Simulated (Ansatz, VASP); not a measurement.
# CuPd in VASP and in Ansatz

```
Cu Pd
1.0
     2.98800    0.00000    0.00000
     0.00000    2.98800    0.00000
     0.00000    0.00000    3.04776
Cu Pd
1 1
Direct
  0.00000 0.00000 0.00000
  0.50000 0.50000 0.50000
```

Change from the starting cell: zz strain of +2 %.

Alike in both runs: task single point; functional PBEsol; k mesh 14 × 14 × 14; occupations fermi-dirac, width 0.05 eV; no spin polarisation.

|  | VASP | Ansatz |
| --- | --- | --- |
| version | VASP 6.6.1 | Ansatz 0.2.0 |
| potentials or method | VASP PAW PBE potentials, release 64 (Cu, Pd), cutoff 520 eV | all-electron LAPW, scalar-relativistic |

|  | VASP | Ansatz | Ansatz less VASP |
| --- | --- | --- | --- |
| pressure (GPa) | -7.3 | -7.6 | -0.27 |
| traceless stress, the component that is largest in VASP (GPa) | -0.35 | -0.35 | 0.000 |

VASP's potentials were made for PBE, not for PBEsol. Ansatz ran all-electron here, and VASP with PAW potentials.
